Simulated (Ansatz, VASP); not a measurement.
## One calculation of CdH6, two programs

```
Cd H
1.0
     3.52482    0.00000    0.00000
     0.00000    3.52482    0.00000
     0.00000    0.00000    5.58410
Cd H
1 6
Direct
  0.00000 0.00000 0.50000
  0.17975 0.17975 0.00000
  0.82025 0.82025 0.00000
  0.82025 0.17975 0.00000
  0.17975 0.82025 0.00000
  0.50000 0.00000 0.50000
  0.00000 0.50000 0.50000
```

Alike in both runs: functional PBE; k mesh 10 × 10 × 8; occupations gaussian, width 0.1 eV; no spin polarisation.

Ansatz relaxed the structure, and its values are those at the end. VASP's run is a single point on that final structure, the one shown.

```csv
,VASP,Ansatz
version,VASP 6.6.1,Ansatz 0.2.0
potentials or method,"VASP PAW PBE potentials, release 64 (Cd, H), cutoff 520 eV","scalar-relativistic, plane waves, PAW"
valence electrons in the cell,18,26
```

VASP gave:

| Quantity | Value |
| --- | --- |
| gap on the k mesh at the Fermi level (eV) | none |
| pressure (GPa) | 0.2 |

Problem. Estimate Ansatz's values.

Solution. gap on the k mesh at the Fermi level (eV): none; pressure (GPa): 0.0.

A gap of «none» marks a metal or a gap that the smearing closes. VASP's potentials hold 18 valence electrons a cell and Ansatz's 26, so a difference there can come from the potentials and not from the codes.
